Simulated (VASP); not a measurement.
# EuNi (Fd-3m) in VASP: notebook

Runs on EuNi. Level: PBE+U. Tasks: single point, density of states.

Everything below comes from runs of VASP 6.6.1. Logs are shortened: lines on timing, memory, paths and dates and some standing lists are left out, and cuts for length are marked.

## 1. The cell of the first run

Symmetry: Fd-3m, No. 227, cubic system. The conventional cell has a = 7.468 Å, b = 7.468 Å, c = 7.468 Å, α = 90.00°, β = 90.00°, γ = 90.00°. Ni (site symmetry -43m) has 4 Ni at 3.23 Å and 10 Eu at 3.23 to 3.73 Å within 4.3 Å. Within 4.3 Å of Eu (site symmetry -43m) lie 10 Ni at 3.23 to 3.73 Å and 4 Eu at 3.23 Å.

## 2. Single point, PBE+U, collinear spin, antiferromagnetic start

The input, INCAR:

```
  ALGO = Normal
  EDIFF = 1E-6
  ENCUT = 520
  GGA = PE
  ISIF = 2
  ISMEAR = -1
  ISPIN = 2
  LASPH = T
  LCHARG = F
  LDAU = T
  LDAUJ = 0 0
  LDAUL = -1 3
  LDAUPRINT = 1
  LDAUTYPE = 2
  LDAUU = 0 6.52
  LMAXMIX = 6
  LORBIT = 11
  LREAL = F
  LWAVE = F
  MAGMOM = 2 -2 7 -7
  NBANDS = 39
  NELM = 150
  PREC = Accurate
  SIGMA = 0.1
```

The input, KPOINTS:

```
k-points
0
Gamma
  6 6 6
```

The input, POSCAR:

```
EuNi
1.0
    0.0000000000      3.7339191900      3.7339191900
    3.7339191900      0.0000000000      3.7339191900
    3.7339191900      3.7339191900      0.0000000000
Ni Eu
2 2
Direct
    0.5000000000      0.5000000000      0.5000000000
    0.7500000000      0.7500000000      0.7500000000
    0.0000000000      0.0000000000      0.0000000000
    0.2500000000      0.2500000000      0.2500000000
```

Potentials or basis: VASP PAW PBE potentials, release 64 (Ni, Eu).

Launch:

```bash
$ cat potpaw_PBE.64/Ni/POTCAR potpaw_PBE.64/Eu/POTCAR > POTCAR
$ mpirun -np 1 vasp_std > vasp.out
```

OUTCAR:

```text
EDIFF = 1E-6
   ENCUT = 520
   GGA = PE
   ISIF = 2
   ISMEAR = -1
   ISPIN = 2
   LASPH = T
   LORBIT = 11
   LREAL = F
   NELM = 150
   PREC = Accurate

 ion  position               nearest neighbor table
   1  0.500  0.500  0.500-   4 3.23   4 3.23   4 3.23   4 3.23
   2  0.750  0.750  0.750-   3 3.23   3 3.23   3 3.23   3 3.23
   3  0.000  0.000  0.000-   2 3.23   2 3.23   2 3.23   2 3.23   4 3.23   4 3.23   4 3.23   4 3.23

   4  0.250  0.250  0.250-   3 3.23   3 3.23   3 3.23   1 3.23   3 3.23   1 3.23   1 3.23   1 3.23

  LATTYP: Found a face centered cubic cell.
 ALAT       =     7.4678383800

  Lattice vectors:

 A1 = (   0.0000000000,   3.7339191900,   3.7339191900)
 A2 = (   3.7339191900,   0.0000000000,   3.7339191900)
 A3 = (   3.7339191900,   3.7339191900,   0.0000000000)

Analysis of symmetry for initial positions (statically):
=====================================================================
 Subroutine PRICEL returns:
 Original cell was already a primitive cell.

 Routine SETGRP: Setting up the symmetry group for a
 face centered cubic supercell.

 Subroutine GETGRP returns: Found 48 space group operations
 (whereof 24 operations were pure point group operations)
 out of a pool of 48 trial point group operations.

The static configuration has the point symmetry T_d .
 The point group associated with its full space group is O_h .

Analysis of symmetry for dynamics (positions and initial velocities):
=====================================================================
 Subroutine PRICEL returns:
 Original cell was already a primitive cell.

 Routine SETGRP: Setting up the symmetry group for a
 face centered cubic supercell.

 Subroutine GETGRP returns: Found 48 space group operations
 (whereof 24 operations were pure point group operations)
 out of a pool of 48 trial point group operations.

The dynamic configuration has the point symmetry T_d .
 The point group associated with its full space group is O_h .

Analysis of structural, dynamic, and magnetic symmetry:
=====================================================================
 Subroutine PRICEL returns:
 Original cell was already a primitive cell.

 Routine SETGRP: Setting up the symmetry group for a
 face centered cubic supercell.

 Subroutine GETGRP returns: Found 48 space group operations
 (whereof 24 operations were pure point group operations)
 out of a pool of 48 trial point group operations.

The overall configuration has the point symmetry T_d .
 The point group associated with its full space group is O_h .

 Subroutine INISYM returns: Found 48 space group operations
 (whereof 24 operations are pure point group operations),
 and found     1 'primitive' translations

----------------------------------------------------------------------------------------

                                     Primitive cell

  volume of cell :     104.1177

  direct lattice vectors                    reciprocal lattice vectors
     0.000000000  3.733919190  3.733919190    -0.133907558  0.133907558  0.133907558
     3.733919190  0.000000000  3.733919190     0.133907558 -0.133907558  0.133907558
     3.733919190  3.733919190  0.000000000     0.133907558  0.133907558 -0.133907558

  length of vectors
     5.280559159  5.280559159  5.280559159     0.231934694  0.231934694  0.231934694
[... 179 lines left out ...]
 -0.0000 -0.0000 -0.0000  0.9756  0.0000  0.0000  0.0000
 -0.0000  0.0000  0.0000  0.0000  0.9746  0.0000 -0.0008
  0.0000 -0.0000 -0.0000  0.0000  0.0000  0.9740  0.0000
  0.0000  0.0000 -0.0000  0.0000 -0.0008  0.0000  0.9750

 occupancies and eigenvectors

  o =  0.0007  v = -0.0000  0.0000 -0.0000  1.0000 -0.0000  0.0000  0.0000  0.0000  0.0000  0.0000  0.0000  0.0000  0.0000  0.0000      0.0000  0.0000  0.0000  0.0000  0.0000  0.0000  0.0000  0.0000  0.0000  0.0000  0.0000  0.0000  0.0000  0.0000
  o =  0.0007  v =  0.7906 -0.0000  0.6124  0.0000 -0.0000  0.0000  0.0000  0.0000  0.0000  0.0000  0.0000  0.0000  0.0000  0.0000      0.0000  0.0000  0.0000  0.0000  0.0000  0.0000  0.0000  0.0000  0.0000  0.0000  0.0000  0.0000  0.0000  0.0000
  o =  0.0007  v = -0.0000 -0.0000 -0.0000 -0.0001 -0.6124  0.0000  0.7906  0.0000  0.0000  0.0000  0.0000  0.0000  0.0000  0.0000      0.0000  0.0000  0.0000  0.0000  0.0000  0.0000  0.0000  0.0000  0.0000  0.0000  0.0000  0.0000  0.0000  0.0000
  o =  0.0008  v = -0.6124 -0.0000  0.7906  0.0000  0.0001 -0.0000  0.0000  0.0000  0.0000  0.0000  0.0000  0.0000  0.0000  0.0000      0.0000  0.0000  0.0000  0.0000  0.0000  0.0000  0.0000  0.0000  0.0000  0.0000  0.0000  0.0000  0.0000  0.0000
  o =  0.0008  v =  0.0000 -0.0000 -0.0001 -0.0000  0.7906  0.0001  0.6124  0.0000  0.0000  0.0000  0.0000  0.0000  0.0000  0.0000      0.0000  0.0000  0.0000  0.0000  0.0000  0.0000  0.0000  0.0000  0.0000  0.0000  0.0000  0.0000  0.0000  0.0000
  o =  0.0008  v =  0.0000 -0.0000 -0.0000  0.0000  0.0000 -1.0000  0.0000  0.0000  0.0000  0.0000  0.0000  0.0000  0.0000  0.0000      0.0000  0.0000  0.0000  0.0000  0.0000  0.0000  0.0000  0.0000  0.0000  0.0000  0.0000  0.0000  0.0000  0.0000
  o =  0.0009  v = -0.0000  1.0000  0.0000 -0.0000  0.0000 -0.0000  0.0000  0.0000  0.0000  0.0000  0.0000  0.0000  0.0000  0.0000      0.0000  0.0000  0.0000  0.0000  0.0000  0.0000  0.0000  0.0000  0.0000  0.0000  0.0000  0.0000  0.0000  0.0000
  o =  0.9736  v =  0.0000  0.0000  0.0000  0.0000  0.0000  0.0000  0.0000  0.0000  1.0000 -0.0000  0.0000  0.0000  0.0000 -0.0000      0.0000  0.0000  0.0000  0.0000  0.0000  0.0000  0.0000  0.0000  0.0000  0.0000  0.0000  0.0000  0.0000  0.0000
  o =  0.9740  v =  0.0000  0.0000  0.0000  0.0000  0.0000  0.0000  0.0000 -0.6124  0.0000  0.7906 -0.0000 -0.0001  0.0000 -0.0000      0.0000  0.0000  0.0000  0.0000  0.0000  0.0000  0.0000  0.0000  0.0000  0.0000  0.0000  0.0000  0.0000  0.0000
  o =  0.9740  v =  0.0000  0.0000  0.0000  0.0000  0.0000  0.0000  0.0000 -0.0000 -0.0000  0.0001 -0.0000  0.7900  0.0393  0.6119      0.0000  0.0000  0.0000  0.0000  0.0000  0.0000  0.0000  0.0000  0.0000  0.0000  0.0000  0.0000  0.0000  0.0000
  o =  0.9740  v =  0.0000  0.0000  0.0000  0.0000  0.0000  0.0000  0.0000  0.0000 -0.0000 -0.0000 -0.0000 -0.0310  0.9992 -0.0240      0.0000  0.0000  0.0000  0.0000  0.0000  0.0000  0.0000  0.0000  0.0000  0.0000  0.0000  0.0000  0.0000  0.0000
  o =  0.9756  v =  0.0000  0.0000  0.0000  0.0000  0.0000  0.0000  0.0000 -0.0000 -0.0000  0.0000  0.9996  0.0176  0.0000 -0.0227      0.0000  0.0000  0.0000  0.0000  0.0000  0.0000  0.0000  0.0000  0.0000  0.0000  0.0000  0.0000  0.0000  0.0000
  o =  0.9756  v =  0.0000  0.0000  0.0000  0.0000  0.0000  0.0000  0.0000  0.7906  0.0000  0.6124 -0.0000 -0.0000  0.0000  0.0000      0.0000  0.0000  0.0000  0.0000  0.0000  0.0000  0.0000  0.0000  0.0000  0.0000  0.0000  0.0000  0.0000  0.0000
  o =  0.9756  v =  0.0000  0.0000  0.0000  0.0000  0.0000  0.0000  0.0000 -0.0000 -0.0000  0.0000 -0.0287  0.6121  0.0000 -0.7902      0.0000  0.0000  0.0000  0.0000  0.0000  0.0000  0.0000  0.0000  0.0000  0.0000  0.0000  0.0000  0.0000  0.0000

 number of electron      54.0000024 magnetization      -0.0000000

 Free energy of the ion-electron system (eV)
  ---------------------------------------------------
  ext. energy  EPLUGINS =         0.00000000
  ---------------------------------------------------
  free energy    TOTEN  =       -30.62496579 eV

  energy without entropy =      -30.48385565  energy(sigma->0) =      -30.55441072

 E-fermi :   3.1023     XC(G=0):  -9.9116

 val. band max:        3.0590938727   @ k =  -0.3333   0.3333   0.1667
 cond. band min:       3.2119012175   @ k =   0.5000   0.1667   0.0000
 fundamental gap:      0.1528073448
 Fermi energy:         3.1022961549

 spin component 1

 k-point     1 :       0.0000    0.0000    0.0000
  band No.  band energies     occupation
      1     -37.4590      1.00000
      2     -34.2925      1.00000
      3     -16.4860      1.00000
      4     -16.4860      1.00000
      5     -16.4860      1.00000
      6     -14.1349      1.00000
[... 661 lines left out ...]
     38       8.3642      0.00000
     39       8.7958      0.00000
 Fermi energy:         3.1022961549

 spin component 2

 k-point     1 :       0.0000    0.0000    0.0000
  band No.  band energies     occupation
      1     -37.4590      1.00000
      2     -34.2925      1.00000
      3     -16.4860      1.00000
      4     -16.4860      1.00000
      5     -16.4860      1.00000
      6     -14.1349      1.00000
[... 661 lines left out ...]
     38       8.3642      0.00000
     39       8.7958      0.00000

------------------------ aborting loop because EDIFF is reached ----------------------------------------

  FORCE on cell =-STRESS in cart. coord.  units (eV):
  Direction    XX          YY          ZZ          XY          YZ          ZX
  --------------------------------------------------------------------------------------
  -------------------------------------------------------------------------------------
  Total       -4.0847363     -4.0847363     -4.0847363      0.0000000      0.0000000     -0.0000000
  in kB      -62.8564530    -62.8564530    -62.8564530      0.0000000      0.0000000     -0.0000000
  external PRESSURE =     -62.8564530 kB  Pullay stress =       0.0000000 kB

 VOLUME and BASIS-vectors are now :
 -----------------------------------------------------------------------------
  energy-cutoff  :      520.00
  volume of cell :      104.12
      direct lattice vectors                 reciprocal lattice vectors
     0.000000000  3.733919190  3.733919190    -0.133907558  0.133907558  0.133907558
     3.733919190  0.000000000  3.733919190     0.133907558 -0.133907558  0.133907558
     3.733919190  3.733919190  0.000000000     0.133907558  0.133907558 -0.133907558

 POSITION                                       TOTAL-FORCE (eV/Angst)
 -----------------------------------------------------------------------------------
      3.73392      3.73392      3.73392         0.000000      0.000000      0.000000
      5.60088      5.60088      5.60088        -0.000000     -0.000000     -0.000000
      0.00000      0.00000      0.00000        -0.000000      0.000000     -0.000000
      1.86696      1.86696      1.86696         0.000000      0.000000     -0.000000
 -----------------------------------------------------------------------------------
    total drift:                               -0.000000      0.000000      0.000000

  FREE ENERGIE OF THE ION-ELECTRON SYSTEM (eV)
  ---------------------------------------------------
  free  energy   TOTEN  =       -30.6249657863 eV

  energy  without entropy=      -30.4838556504  energy(sigma->0) =      -30.55441072

 total charge

# of ion       s       p       d       f       tot
--------------------------------------------------
    1        0.419   0.138   8.369   0.000   8.925
    2        0.419   0.138   8.369   0.000   8.925
    3        2.062   5.740   0.312   6.820  14.933
    4        2.062   5.740   0.312   6.820  14.933
--------------------------------------------------
tot          4.962  11.754  17.361  13.641  47.718

 magnetization (x)

# of ion       s       p       d       f       tot
--------------------------------------------------
    1       -0.004  -0.005   0.095   0.000   0.086
    2        0.004   0.005  -0.095   0.000  -0.086
    3       -0.006  -0.113   0.062   6.810   6.753
    4        0.006   0.113  -0.062  -6.810  -6.753
--------------------------------------------------
tot          0.000  -0.000   0.000   0.000   0.000
```

Run time: 6 min. Hardware: 1 thread of Oxide Virtual Turin-like, shared host; peak memory 0.32 GiB.

Results:

```yaml
Free_energy: -30.6250 eV
Pressure: -6.3 GPa
Band_gap_on_the_k_mesh: zero (filled and empty bands overlap)
Net_moment: 0.00 μB per cell
Site_moments: Ni +0.09, -0.09; Eu +6.75, -6.75 μB
Valence_electrons_inside_the_program's_atomic_spheres: Ni 8.93; Eu 14.93
```

Levels at points of the mesh, in eV from the Fermi level:
Spin up:
```csv
k point,band 24,band 25,band 26,band 27,band 28,band 29,band 30,band 31
"(0.00, 0.00, 0.00)",-0.78,-0.40,-0.40,1.19,1.19,1.19,2.00,2.00
"(0.50, 0.00, 0.00)",-0.74,-0.57,-0.57,-0.52,0.38,0.38,1.95,1.95
"(0.50, 0.50, 0.00)",-0.47,-0.47,-0.35,-0.31,1.21,1.21,1.44,1.47
```
Spin down:
```tsv
k point	band 23	band 24	band 25	band 26	band 27	band 28	band 29	band 30	band 31	band 32
(0.00, 0.00, 0.00)	-0.78	-0.78	-0.40	-0.40	1.19	1.19	1.19	2.00	2.00	2.70
(0.50, 0.00, 0.00)	-0.74	-0.74	-0.57	-0.57	-0.52	0.38	0.38	1.95	1.95	2.16
(0.50, 0.50, 0.00)	-0.67	-0.47	-0.47	-0.35	-0.31	1.21	1.21	1.44	1.47	2.78
```

Eigenvalues of the final occupation matrices:
```
    site  spin  trace                         eigenvalues
site 3 f     1   6.82  0.97 0.97 0.97 0.97 0.98 0.98 0.98
site 3 f     2   0.01  0.00 0.00 0.00 0.00 0.00 0.00 0.00
site 4 f     1   0.01  0.00 0.00 0.00 0.00 0.00 0.00 0.00
site 4 f     2   6.82  0.97 0.97 0.97 0.97 0.98 0.98 0.98
```

Caveat: spin-orbit coupling is left out, which moves the levels of the heavy elements. The state reached can hang on the start; a lower one may exist.

(Continued in part 2 of 2.)
